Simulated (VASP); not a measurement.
# CO (P4/nmm) in VASP: relaxation of cell and atoms with PBE

Aim: the relaxation of cell and atoms of CO with PBE.

Program: VASP 6.6.1. These are calculated values, not measurements. Logs are shortened: lines on timing, memory, paths and dates and some standing lists are left out, and cuts for length are marked.

## (1) The cell of the first run

The structure is tetragonal, space group P4/nmm (No. 129). Conventional cell: a = 3.122 Å, b = 3.122 Å, c = 3.826 Å, α = 90.00°, β = 90.00°, γ = 90.00°. Within 2.3 Å of C (site symmetry 4mm) lie 4 O at 1.72 Å. O (site symmetry -4m2) has 4 C at 1.72 Å and 4 O at 2.21 Å within 2.3 Å.

## (2) Relaxation of cell and atoms, PBE

INCAR

```
SYSTEM = CO
ALGO = Normal ; EDIFF = 1E-7
EDIFFG = -0.01 ; ENCUT = 600
GGA = PE ; GGA_COMPAT = .FALSE.
IBRION = 2 ; ISIF = 3
ISMEAR = 0 ; LASPH = .TRUE.
LCHARG = .FALSE. ; LREAL = .FALSE.
LWAVE = .FALSE. ; NELM = 120
NELMIN = 4 ; NSW = 100
PREC = Accurate ; SIGMA = 0.1
```

KPOINTS

```
k-points
0
G
  14 14 12
  0 0 0
```

POSCAR

```
CO
1.0
    3.1217318116      0.0000000000      0.0000000000
    0.0000000000      3.1217318116      0.0000000000
    0.0000000000      0.0000000000      3.8263725419
C O
2 2
Direct
    0.0000000000      0.5000000000      0.1887448210
    0.5000000000      0.0000000000      0.8112551790
    0.0000000000      0.0000000000      0.0000000000
    0.5000000000      0.5000000000      0.0000000000
```

Potentials or basis: VASP PAW PBE potentials, release 64 (C, O).

The run is started by

```sh
$ cat potpaw_PBE.64/C/POTCAR potpaw_PBE.64/O/POTCAR > POTCAR
$ mpirun -np 1 vasp_std > vasp.out
```

OUTCAR:

```text
SYSTEM = CO
   EDIFF = 1E-7
   EDIFFG = -0.01
   ENCUT = 600
   GGA = PE
   IBRION = 2
   ISIF = 3
   ISMEAR = 0
   LASPH = .TRUE.
   LREAL = .FALSE.
   NELM = 120
   NELMIN = 4
   NSW = 100
   PREC = Accurate

 ion  position               nearest neighbor table
   1  0.000  0.500  0.189-   3 1.72   4 1.72   3 1.72   4 1.72
   2  0.500  0.000  0.811-   3 1.72   4 1.72   4 1.72   3 1.72
   3  0.000  0.000  0.000-   1 1.72   2 1.72   1 1.72   2 1.72
   4  0.500  0.500  0.000-   1 1.72   2 1.72   2 1.72   1 1.72

  LATTYP: Found a simple tetragonal cell.
 ALAT       =     3.1217318116
 C/A-ratio  =     1.2257210974

  Lattice vectors:

 A1 = (   3.1217318116,   0.0000000000,   0.0000000000)
 A2 = (   0.0000000000,   3.1217318116,   0.0000000000)
 A3 = (   0.0000000000,   0.0000000000,   3.8263725419)

Analysis of symmetry for initial positions (statically):
=====================================================================
 Subroutine PRICEL returns:
 Original cell was already a primitive cell.

 Routine SETGRP: Setting up the symmetry group for a
 simple tetragonal supercell.

 Subroutine GETGRP returns: Found 16 space group operations
 (whereof  8 operations were pure point group operations)
 out of a pool of 16 trial point group operations.

The static configuration has the point symmetry D_2d.
 The point group associated with its full space group is D_4h.

Analysis of symmetry for dynamics (positions and initial velocities):
=====================================================================
 Subroutine PRICEL returns:
 Original cell was already a primitive cell.

 Routine SETGRP: Setting up the symmetry group for a
 simple tetragonal supercell.

 Subroutine GETGRP returns: Found 16 space group operations
 (whereof  8 operations were pure point group operations)
 out of a pool of 16 trial point group operations.

The dynamic configuration has the point symmetry D_2d.
 The point group associated with its full space group is D_4h.

 Subroutine INISYM returns: Found 16 space group operations
 (whereof  8 operations are pure point group operations),
 and found     1 'primitive' translations

----------------------------------------------------------------------------------------

                                     Primitive cell

  volume of cell :      37.2888

  direct lattice vectors                    reciprocal lattice vectors
     3.121731812  0.000000000  0.000000000     0.320335013  0.000000000  0.000000000
     0.000000000  3.121731812  0.000000000     0.000000000  0.320335013  0.000000000
     0.000000000  0.000000000  3.826372542     0.000000000  0.000000000  0.261344129

  length of vectors
     3.121731812  3.121731812  3.826372542     0.320335013  0.320335013  0.261344129

  position of ions in fractional coordinates (direct lattice)
     0.000000000  0.500000000  0.188744821
     0.500000000  0.000000000  0.811255179
     0.000000000  0.000000000  0.000000000
     0.500000000  0.500000000  0.000000000

  ion indices of the primitive-cell ions
   primitive index   ion index
                 1           1
                 2           2
                 3           3
                 4           4

----------------------------------------------------------------------------------------

 KPOINTS: k-points

Automatic generation of k-mesh.
 Grid dimensions read from file:
 generate k-points for:   14   14   12

 Generating k-lattice:

  Cartesian coordinates                     Fractional coordinates (reciprocal lattice)
     0.022881072  0.000000000  0.000000000     0.071428571  0.000000000  0.000000000
     0.000000000  0.022881072  0.000000000     0.000000000  0.071428571  0.000000000
     0.000000000  0.000000000  0.021778677     0.000000000  0.000000000  0.083333333

  Length of vectors
     0.022881072  0.022881072  0.021778677

  Shift w.r.t. Gamma in fractional coordinates (k-lattice)
     0.000000000  0.000000000  0.000000000

 Subroutine IBZKPT returns following result:
 ===========================================

 Found    252 irreducible k-points:

 Following reciprocal coordinates:
            Coordinates               Weight
  0.000000  0.000000  0.000000      1.000000
  0.071429  0.000000  0.000000      4.000000
  0.142857  0.000000  0.000000      4.000000
  0.214286  0.000000  0.000000      4.000000
  0.285714  0.000000  0.000000      4.000000
  0.357143  0.000000  0.000000      4.000000
[... 16 lines left out ...]
  0.285714  0.214286  0.000000      8.000000
  0.357143  0.214286  0.000000      8.000000
 [... further k-points ...]
   k-points           NKPTS =    252   k-points in BZ     NKDIM =    252   number of bands    NBANDS=     14
   number of dos      NEDOS =    301   number of ions     NIONS =      4
   total plane-waves  NPLWV =  25088
   dimension x,y,z NGX =    28 NGY =   28 NGZ =   32
   dimension x,y,z NGXF=    56 NGYF=   56 NGZF=   64
   ions per type =               2   2
   NGX,Y,Z   is equivalent  to a cutoff of  14.91, 14.91, 13.90 a.u.
   NGXF,Y,Z  is equivalent  to a cutoff of  29.82, 29.82, 27.81 a.u.
 SYSTEM =  CO
   PREC   = accura    normal or accurate (medium, high low for compatibility)
   ISTART =      0    job   : 0-new  1-cont  2-samecut
   ICHARG =      2    charge: 1-file 2-atom 10-const
   ISPIN  =      1    spin polarized calculation?
   LNONCOLLINEAR =      F non collinear calculations
   LSORBIT =      F    spin-orbit coupling
   LASPH  =      T    aspherical Exc in radial PAW
   ENCUT  =  600.0 eV  44.10 Ry    6.64 a.u.   6.23  6.23  7.64*2*pi/ulx,y,z
   NELM   =    120;   NELMIN=  4; NELMDL= -5     # of ELM steps
   EDIFF  = 0.1E-06   stopping-criterion for ELM
   LREAL  =      F    real-space projection
   EDIFFG = -.1E-01   stopping-criterion for IOM
   NSW    =    100    number of steps for IOM
   IBRION =      2    ionic relax: 0-MD 1-quasi-New 2-CG
   NFREE  =      1    steps in history (QN), initial steepest desc. (CG)
   ISIF   =      3    stress and relaxation
   ISYM   =      2    0-nonsym 1-usesym 2-fastsym
   POTIM  = 0.5000    time-step for ionic-motion
   TEBEG  =    0.0;   TEEND  =   0.0 temperature during run
   PSTRESS=    0.0 pullay stress
   NELECT =      20.0000    total number of electrons
   NUPDOWN=      -1.0000    fix difference up-down
   EMIN   =  10.00;   EMAX   =-10.00  energy-range for DOS
   EFERMI =   0.00;   METHOD = LEGACY
   ISMEAR =     0;   SIGMA  =   0.10  broadening in eV -4-tet -1-fermi 0-gaus
   EFERMI_NEDOS =   21; number of points for ismear=-14 and -15
   IALGO  =     38    algorithm
   IMIX   =      4    mixing-type and parameters
     AMIX     =   0.40;   BMIX     =  1.00
     AMIX_MAG =   1.60;   BMIX_MAG =  1.00
  volume/ion in A,a.u.               =       9.32        62.91
  Fermi-wavevector in a.u.,A,eV,Ry     =   1.330124  2.513569 24.071821  1.769229
  Thomas-Fermi vector in A             =   2.459234
   LORBIT       =      0    0 simple, 1 ext, 2 COOP (PROOUT), +10 PAW based schemes
   GGA     = PE    functional components
   LHFCALC =     F    Hartree Fock is set to
   AEXX    =    0.0000 exact exchange contribution
   IVDW    =     0    specifies the selected vdW correction
   LEPSILON=     F    determine dielectric tensor
   LRPA    =     F    only Hartree local field effects (RPA)
 conjugate gradient relaxation of ions
 non-spin polarized calculation
 Gauss-broadening in eV      SIGMA  =   0.10
  energy-cutoff  :      600.00
  volume of cell :       37.29
 maximum number of plane-waves:      1264
 NGX is ok and might be reduce to    28
   NGX = 13   NGY = 13   NGZ = 15

--------------------------------------- Ionic step        1  -------------------------------------------

 number of electron      19.9999999 magnetization

 Free energy of the ion-electron system (eV)
  ---------------------------------------------------
  ext. energy  EPLUGINS =         0.00000000
  ---------------------------------------------------
  free energy    TOTEN  =       -20.75309942 eV

  energy without entropy =      -20.74798016  energy(sigma->0) =      -20.75053979

------------------------ aborting loop because EDIFF is reached ----------------------------------------

  FORCE on cell =-STRESS in cart. coord.  units (eV):
  Direction    XX          YY          ZZ          XY          YZ          ZX
  --------------------------------------------------------------------------------------
  -------------------------------------------------------------------------------------
  Total       -0.0142280     -0.0142280     -0.0674826      0.0000000      0.0000000      0.0000000
  in kB       -0.6113303     -0.6113303     -2.8995041      0.0000000      0.0000000      0.0000000
  external PRESSURE =      -1.3740549 kB  Pullay stress =       0.0000000 kB
[... 95 lines left out ...]
  FREE ENERGIE OF THE ION-ELECTRON SYSTEM (eV)
  ---------------------------------------------------
  free  energy   TOTEN  =       -20.7540910940 eV

  energy  without entropy=      -20.7487654035  energy(sigma->0) =      -20.75142825

[... ionic steps 4 to 8 ...]

--------------------------------------- Ionic step        9  -------------------------------------------

 number of electron      20.0000001 magnetization

------------------------ aborting loop because EDIFF is reached ----------------------------------------
[... 71 lines left out ...]
--------------------------------------- Ionic step       11  -------------------------------------------

 number of electron      20.0000000 magnetization

 Free energy of the ion-electron system (eV)
  ---------------------------------------------------
  ext. energy  EPLUGINS =         0.00000000
  ---------------------------------------------------
  free energy    TOTEN  =       -20.75710030 eV

  energy without entropy =      -20.75230119  energy(sigma->0) =      -20.75470074

 E-fermi :   3.8775     XC(G=0): -10.7730

 val. band max:        3.8692360266   @ k =   0.2857   0.0000   0.2500
 cond. band min:       3.8782410723   @ k =   0.2143   0.0714   0.5000
 fundamental gap:      0.0090050457
 Fermi energy:         3.8775373455

 k-point     1 :       0.0000    0.0000    0.0000
  band No.  band energies     occupation
      1     -20.3304      2.00000
      2     -14.3894      2.00000
      3      -6.7920      2.00000
      4      -6.2404      2.00000
      5      -6.2404      2.00000
      6      -1.1932      2.00000
      7      -0.6818      2.00000
      8      -0.6818      2.00000
      9       0.3946      2.00000
     10       1.5072      2.00000
     11       4.9941      0.00000
     12       5.9274      0.00000
     13       8.2960      0.00000
     14       8.2960      0.00000
[... 377 lines left out ...]
      1     -18.6511      2.00000
      2     -16.5390      2.00000
      3      -9.0334      2.00000
      4      -7.0206      2.00000
      5      -3.9883      2.00000
      6      -2.2107      2.00000
      7      -1.8388      2.00000
      8       0.5102      2.00000
      9       1.1993      2.00000
     10       3.2469      2.00000
     11       6.1005      0.00000
     12       7.2939      0.00000
     13       8.3550      0.00000
     14       8.8484      0.00000

 [... further k-points ...]

------------------------ aborting loop because EDIFF is reached ----------------------------------------

  FORCE on cell =-STRESS in cart. coord.  units (eV):
  Direction    XX          YY          ZZ          XY          YZ          ZX
  --------------------------------------------------------------------------------------
  -------------------------------------------------------------------------------------
  Total        0.0122404      0.0122404      0.0024024      0.0000000      0.0000000      0.0000000
  in kB        0.5452445      0.5452445      0.1070145      0.0000000      0.0000000      0.0000000
  external PRESSURE =       0.3991679 kB  Pullay stress =       0.0000000 kB
[... 19 lines left out ...]
  FREE ENERGIE OF THE ION-ELECTRON SYSTEM (eV)
  ---------------------------------------------------
  free  energy   TOTEN  =       -20.7571003008 eV

  energy  without entropy=      -20.7523011885  energy(sigma->0) =      -20.75470074

 reached required accuracy - stopping structural energy minimisation
```

Wall time 22 min (1 thread of Intel Xeon 8259CL, shared host); peak memory 0.28 GiB.

Results:

| Item | Value |
| --- | --- |
| Free energy | -20.7571 eV |
| Relaxed volume | 8.99 Å³/atom |
| Relaxed cell | a = 3.117 Å, b = 3.117 Å, c = 3.702 Å, α = 90.00°, β = 90.00°, γ = 90.00° |
| Space group after relaxing (to 0.1 Å) | P4/nmm (No. 129) |
| Energy gained by relaxing | 1.0 meV/atom |
| Ionic steps | 11 |
| Pressure after relaxing | 0.0 GPa |
| Band gap on the k mesh | zero (bands 10 and 11 overlap by 0.07 eV) |

Step by step:
```csv
step,energy change (eV),largest force (eV/Å),pressure (GPa),volume (Å³)
1,0.0000,0.0931,-0.14,37.29
2,-0.0007,0.0428,-0.30,37.25
3,-0.0010,0.0183,-0.47,37.20
4,-0.0016,0.0141,-0.25,37.02
5,-0.0023,0.0028,0.43,36.48
6,-0.0027,0.0012,0.40,36.41
7,-0.0035,0.0029,0.29,36.20
8,-0.0039,0.0095,0.10,35.79
9,-0.0040,0.0080,0.17,35.93
10,-0.0040,0.0082,0.16,35.91
11,-0.0040,0.0015,0.04,35.97
```

Final structure:
```xyz
4
Lattice="3.1171 0.0000 0.0000 0.0000 3.1171 0.0000 0.0000 0.0000 3.7019" Properties=species:S:1:pos:R:3 pbc="T T T"
C     0.0000    1.5585    0.7268
C     1.5585    0.0000    2.9751
O     0.0000    0.0000    0.0000
O     1.5585    1.5585    0.0000
```
